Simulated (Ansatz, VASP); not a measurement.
# C: VASP beside Ansatz

```
CELL_PARAMETERS angstrom
0.00000 1.77690 1.77690
1.77690 0.00000 1.77690
1.77690 1.77690 0.00000
ATOMIC_POSITIONS crystal
C 0.00000 0.00000 0.00000
C 0.25000 0.25000 0.25000
```

Alike in both runs: functional PBEsol; k mesh 12 × 12 × 12; occupations gaussian, width 0.02 eV; no spin polarisation.

Ansatz relaxed the structure, and its values are those at the end. VASP's run is a single point on that final structure, the one shown.

|  | VASP | Ansatz |
| --- | --- | --- |
| version | VASP 6.6.1 | Ansatz 0.2.0 |
| potentials or method | VASP PAW PBE potentials, release 64 (C), cutoff 600 eV | scalar-relativistic, plane waves, PAW |
| valence electrons in the cell | 8 | 8 |

|  | VASP | Ansatz | Ansatz less VASP |
| --- | --- | --- | --- |
| gap on the k mesh at the Fermi level (eV) | 4.06 | 4.07 | +0.005 |
| least direct gap on the mesh (eV) | 5.57 | 5.57 | +0.001 |
| pressure (GPa) | 0.4 | 0.0 | -0.44 |

VASP's potentials were made for PBE, not for PBEsol.
